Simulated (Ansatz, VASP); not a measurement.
## Two plane-wave programs on WS2

File INCAR:

```
SYSTEM = WS2
PREC = Accurate
ENCUT = 520
EDIFF = 1E-8
ISMEAR = -1
SIGMA = 0.08
LREAL = .FALSE.
LASPH = .TRUE.
NELM = 80
ALGO = Normal
ISIF = 2
LWAVE = .FALSE.
LCHARG = .FALSE.
GGA = CA
LEFG = .TRUE.
NBANDS = 20
```

File KPOINTS:

```
regular mesh
0
G
  13 13 13
  0 0 0
```

File POSCAR:

```
WS2
1.0
    1.5316303728      0.8842872080      6.1633300000
   -1.5316303728      0.8842872080      6.1633300000
    0.0000000000     -1.7685744160      6.1633300000
W S
1 2
Direct
    0.0000000000      0.0000000000      0.0000000000
    0.7503000000      0.7503000000      0.7503000000
    0.5810000000      0.5810000000      0.5810000000
```

Input for Ansatz:

```yaml
crystal:
  lattice:
    - [1.5316303728, 0.884287208, 6.16333]
    - [-1.5316303728, 0.884287208, 6.16333]
    - [0.0, -1.768574416, 6.16333]
  atoms:
    - { symbol: W, position: [0.0, 0.0, 0.0] }
    - { symbol: S, position: [0.7503, 0.7503, 0.7503] }
    - { symbol: S, position: [0.581, 0.581, 0.581] }
kpoints:
  mp_grid: { grid: [13, 13, 13] }
scf:
  occupations: { method: fermi_dirac, width: 0.08 }
hamiltonian:
  xc: lda
  pseudopotentials: { kind: paw }
output:
  forces: true
  stress: true
  eigenvalues: true
  efg: { contact_densities: true }
```

Change from the starting cell: equal xx and yy strain of -3 %, PAW files.

Alike in both runs: task electric field gradients; functional LDA; k mesh 13 × 13 × 13; occupations fermi-dirac, width 0.08 eV; no spin polarisation.

|  | VASP | Ansatz |
| --- | --- | --- |
| version | VASP 6.6.1 | Ansatz 0.2.0 |
| potentials or method | VASP PAW LDA potentials, release 64 (W_sv, S) | PAW with Ansatz's default frozen-core files, scalar-relativistic |
| plane-wave cutoff (eV) | 520 | 420 |
| valence electrons in the cell | 26 | 26 |

```tsv
	VASP	Ansatz	Ansatz less VASP
pressure (GPa)	7.8	7.3	-0.47
traceless stress, the component that is largest in VASP (GPa)	-3.06	-3.04	+0.015
rms of the force components (eV/Å)	0.368	0.351	-0.0164
size of Vzz on the site where it differs most (V/Å²)	153.0	164.5	+11.52
```

LDA's correlation is that of Perdew and Zunger in VASP and of Perdew and Wang (1992) in Ansatz. Atom by atom the forces differ by 0.024 eV/Å (rms over components).

Spin-orbit coupling is off throughout.
